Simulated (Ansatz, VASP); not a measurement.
## CdTe in VASP and in Ansatz

```
Te Cd
1.0
     0.00000    3.22623    3.22623
     3.22623    0.00000    3.22623
     3.22623    3.22623    0.00000
Te Cd
1 1
Direct
  0.75000 0.75000 0.75000
  0.00000 0.00000 0.00000
```

Alike in both runs: task single point; functional r2SCAN; k mesh 7 × 7 × 7; occupations fermi-dirac, width 0.05 eV; non-collinear spin, spin-orbit coupling.

```csv
,VASP,Ansatz
version,VASP 6.6.1,Ansatz 0.2.0
potentials or method,"VASP PAW PBE potentials, release 64 (Te, Cd)",Ansatz PAW
plane-wave cutoff (eV),520,500
valence electrons in the cell,18,36
```

VASP gave:

- pressure (GPa): 2.3

**Question.** Which values does Ansatz return?

**Answer.** Pressure (GPa): 2.2.

VASP's potentials were made for PBE, not for r2SCAN. VASP's potentials hold 18 valence electrons a cell and Ansatz's 36, so a difference there can come from the potentials and not from the codes.

Noted on Ansatz's run: odd divisions of the mesh miss points on the zone boundary, where band edges often lie, so the gap on the mesh can be too wide.
